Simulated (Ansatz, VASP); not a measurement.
**One calculation of SnO2, two programs**

```
CELL_PARAMETERS angstrom
9.33468 0.00000 0.00000
0.00000 3.22457 0.00000
0.00000 0.00000 11.35355
ATOMIC_POSITIONS crystal
Sn 0.41264 0.75000 0.60270
Sn 0.08736 0.25000 0.10270
Sn 0.91264 0.75000 0.89730
Sn 0.58736 0.25000 0.39730
Sn 0.55243 0.25000 0.88302
Sn 0.44757 0.75000 0.11698
Sn 0.05243 0.25000 0.61698
Sn 0.94757 0.75000 0.38302
O 0.92099 0.75000 0.57125
O 0.07901 0.25000 0.42875
O 0.42099 0.75000 0.92875
O 0.57901 0.25000 0.07125
O 0.03356 0.75000 0.21389
O 0.96644 0.25000 0.78611
O 0.53356 0.75000 0.28611
O 0.46644 0.25000 0.71389
O 0.61569 0.75000 0.51306
O 0.38431 0.25000 0.48694
O 0.11569 0.75000 0.98694
O 0.88431 0.25000 0.01306
O 0.80455 0.25000 0.35219
O 0.19545 0.75000 0.64780
O 0.69545 0.75000 0.85220
O 0.30455 0.25000 0.14780
```

Alike in both runs: task electric field gradients; functional PBE; k mesh 3 × 6 × 2; occupations fermi-dirac, width 0.02 eV; no spin polarisation.

```csv
,VASP,Ansatz
version,VASP 6.6.1,Ansatz 0.2.0
potentials or method,"VASP PAW PBE potentials, release 64 (Sn_d, O)","plane-wave PAW, scalar-relativistic"
plane-wave cutoff (eV),520,420
valence electrons in the cell,208,208
```

```tsv
	VASP	Ansatz	Ansatz less VASP
gap on the k mesh at the Fermi level (eV)	1.21	1.24	+0.033
pressure (GPa)	0.2	-0.4	-0.53
traceless stress, the component that is largest in VASP (GPa)	0.21	0.34	+0.130
rms of the force components (eV/Å)	0.045	0.048	+0.0032
size of Vzz on the site where it differs most (V/Å²)	65.1	60.0	-5.08
```

Atom by atom the forces differ by 0.018 eV/Å (rms over components).
